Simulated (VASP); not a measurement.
**Ta4N: relaxation of the atoms with PBE**

System: Ta4N, a slab with vacuum.

```
CELL_PARAMETERS angstrom
3.31897 0.00000 0.00000
0.00000 3.31897 0.00000
0.00000 0.00000 20.29966
ATOMIC_POSITIONS crystal
Ta 0.50000 0.50000 0.19705
Ta 0.00000 0.00000 0.27880
Ta 0.50000 0.50000 0.35991
Ta 0.00000 0.00000 0.43349
N 0.00000 0.00000 0.55270
```

```json
{"Program": "VASP 6.6.1", "Task": "relaxation of the atoms", "Functional": "PBE", "Potentials or basis": "VASP PAW PBE potentials, release 64 (Ta_pv, N)", "Cutoff": "520 eV", "k mesh": "8 × 8 × 1", "Occupations": "gaussian, width 0.1 eV", "Spin": "no spin polarisation", "Dipole correction": "yes", "Atoms held fixed (from 0)": "[0, 1, 2, 3]", "Further INCAR settings": "ALGO = Normal; EDIFF = 1e-07; IBRION = 2; EDIFFG = -0.025; NSW = 36", "Atoms held along some axes (from 0)": "atom 4 along a and b"}
```

```
Energy gained by relaxing : 422.4 meV/atom
Ionic steps               : 16
Band gap on the k mesh    : zero (an odd number of electrons rules out a gap without spin polarisation)
```

The path:
```
step  energy change (eV)  largest force on free atoms (eV/Å)  pressure (GPa)
   1              0.0000                              3.8126           -4.23
   2             -0.7267                              4.0491           -3.85
   3             -1.9448                              3.9338            1.38
   4             -1.7869                              3.0935           -2.43
   5             -2.0683                              1.4063           -1.23
   6             -2.1080                              0.4932           -0.19
   7             -2.1116                              0.1012           -0.49
   8             -2.1116                              0.0962           -0.49
   9             -2.1117                              0.0791           -0.48
  10             -2.1117                              0.0786           -0.48
  11             -2.1117                              0.0777           -0.48
  12             -2.1117                              0.0759           -0.48
  13             -2.1117                              0.0724           -0.48
  14             -2.1117                              0.0645           -0.47
  15             -2.1118                              0.0500           -0.47
  16             -2.1118                              0.0205           -0.45
```

Final structure:
```
Ta N
1.0
     3.31897    0.00000    0.00000
     0.00000    3.31897    0.00000
     0.00000    0.00000   20.29966
Ta N
4 1
Direct
  0.50000 0.50000 0.19705
  0.00000 0.00000 0.27880
  0.50000 0.50000 0.35991
  0.00000 0.00000 0.43349
  0.00000 0.00000 0.52114
```

Levels at points of the mesh, in eV from the Fermi level:
| k point | band 21 | band 22 | band 23 | band 24 | band 25 | band 26 | band 27 | band 28 |
| --- | --- | --- | --- | --- | --- | --- | --- | --- |
| (0.00, 0.00, 0.00) | -0.59 | -0.59 | -0.08 | 0.28 | 0.34 | 0.34 | 0.61 | 1.16 |
| (0.50, 0.00, 0.00) | -1.32 | -0.82 | -0.67 | -0.23 | 0.53 | 0.85 | 0.94 | 1.17 |
| (0.50, 0.50, 0.00) | -1.40 | -1.14 | -1.14 | -0.20 | 0.34 | 0.34 | 2.07 | 2.07 |

Run time: 24 min on 1 thread of Intel(R) Xeon(R) Platinum 8488C (Sapphire Rapids) (shared host), peak memory 0.42 GiB.

Caveat: spin-orbit coupling is left out, which moves the levels of the heavy elements.
